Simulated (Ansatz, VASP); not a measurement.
**As in VASP and in Ansatz**

INCAR

```
ALGO = Normal ; EDIFF = 1E-6
ENCUT = 500 ; GGA_COMPAT = False
ISIF = 2 ; ISMEAR = -1
LASPH = True ; LCHARG = False
LREAL = False ; LWAVE = False
NBANDS = 12 ; NELM = 120
PREC = Accurate ; SIGMA = 0.1
```

The input KPOINTS:

```
k-points
0
Gamma
  10 10 10
```

Contents of POSCAR:

```
As
1.0
    1.8799878575      1.0854114956      3.3276505507
   -1.8799878575      1.0854114956      3.3276505507
    0.0000000000     -2.1708229912      3.3276505507
As
2
Direct
    0.7695128170      0.7695128170      0.7695128170
    0.2304871830      0.2304871830      0.2304871830
```

Input for Ansatz:

```yaml
crystal:
  lattice:
    - [1.8799878575, 1.0854114956, 3.3276505507]
    - [-1.8799878575, 1.0854114956, 3.3276505507]
    - [0.0, -2.1708229912, 3.3276505507]
  atoms:
    - { symbol: As, position: [0.769512817, 0.769512817, 0.769512817] }
    - { symbol: As, position: [0.230487183, 0.230487183, 0.230487183] }
hamiltonian:
  xc: lda
  pseudopotentials:
    kind: paw
    azcp:
      As: "pseudopotentials/As.paw.azcp"
basis:
  ecutwfc: 420
  fft_grid_basis: typed
kpoints:
  mp_grid: { grid: [10, 10, 10], shift: [0, 0, 0] }
magnetization:
  spin_polarized: false
scf:
  occupations: { method: fermi_dirac, width: 0.1 }
  lower_state_search: "off"
output:
  stress: true
  write_density: true
  write_potential: true
  elf: true
  volumetric_format: npy
```

Alike in both runs: task single point; functional LDA; k mesh 10 × 10 × 10; occupations fermi-dirac, width 0.1 eV; no spin polarisation.

|  | VASP | Ansatz |
| --- | --- | --- |
| version | VASP 6.6.1 | Ansatz 0.2.0 |
| potentials or method | VASP PAW LDA potentials, release 64 (As), cutoff 500 eV | plane waves (420 eV) with PAW, scalar-relativistic |
| valence electrons in the cell | 10 | 30 |

|  | VASP | Ansatz | Ansatz less VASP |
| --- | --- | --- | --- |
| pressure (GPa) | 0.5 | 0.0 | -0.45 |
| traceless stress, the component that is largest in VASP (GPa) | -0.10 | 0.01 | +0.117 |

Ansatz warns that its potentials were made for another functional, while VASP's fit it. LDA's correlation is that of Perdew and Zunger in VASP and of Perdew and Wang (1992) in Ansatz. VASP's potentials hold 10 valence electrons a cell and Ansatz's 30, so a difference there can come from the potentials and not from the codes.
